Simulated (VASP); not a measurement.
# TaN: electric field gradients with LDA

TaN:

```xyz
4
Lattice="3.1110 0.0000 0.0000 -1.5555 2.6942 0.0000 0.0000 0.0000 4.9400" Properties=species:S:1:pos:R:3 pbc="T T T"
Ta    0.0000    1.7961    0.0000
Ta    1.5555    0.8981    2.4700
N     0.0000    1.7961    1.9019
N     1.5555    0.8981    4.3719
```

This cell differs from its parent crystal: equal xx and yy strain of +2 %.

| Property | Result |
| --- | --- |
| Program | VASP 6.6.1 |
| Task | electric field gradients |
| Functional | LDA |
| Potentials or basis | VASP PAW LDA potentials, release 64 (Ta_pv, N) |
| Cutoff | 520 eV |
| k mesh | 9 × 9 × 5 |
| Occupations | fermi-dirac, width 0.03 eV |
| Spin | no spin polarisation |
| Dipole correction | no |
| Further INCAR settings | ALGO = Normal; EDIFF = 1e-08; NBANDS = 24 |

- Pressure: 95.0 GPa
- Largest force: 1.204 eV/Å
- Band gap on the k mesh: zero (band 16 reaches 9.67 eV, above the bottom of band 17 at 7.64 eV)

Forces in eV/Å, atoms in the order of the input:
```
Ta   0.000  0.000  1.204
Ta   0.000  0.000  1.204
N    0.000  0.000 -1.204
N    0.000  0.000 -1.204
```

Stress tensor (GPa, compression positive):
```
99.03  0.00  0.00
 0.00 99.03  0.00
 0.00  0.00 87.05
```

Levels at points of the mesh, in eV from the Fermi level:
```
           k point  band 13  band 14  band 15  band 16  band 17  band 18  band 19  band 20
(0.00, 0.00, 0.00)    -7.56    -7.25    -0.94    -0.94    -0.24     1.95     2.49     2.49
```

Electric field gradients, principal values (V/Å²):
```csv
atom,least,middle,greatest (by size)
1 Ta,-46.640,-46.641,93.281
2 Ta,-46.640,-46.641,93.281
3 N,-4.806,-4.808,9.614
4 N,-4.806,-4.808,9.614
```

Wall time 23 s on 1 thread of Intel(R) Xeon(R) Platinum 8559C (Emerald Rapids), with other jobs on the host, peak memory 0.15 GiB.

Caveat: the cell differs from its parent crystal (equal xx and yy strain of +2 %); without QUAD_EFG the Cq values of the log hold for a quadrupole moment of 1 mb, not for the nuclei; spin-orbit coupling is left out, which moves the levels of the heavy elements; forces of over 1 eV/Å act on the atoms, so gaps and moduli don't describe the material at rest.
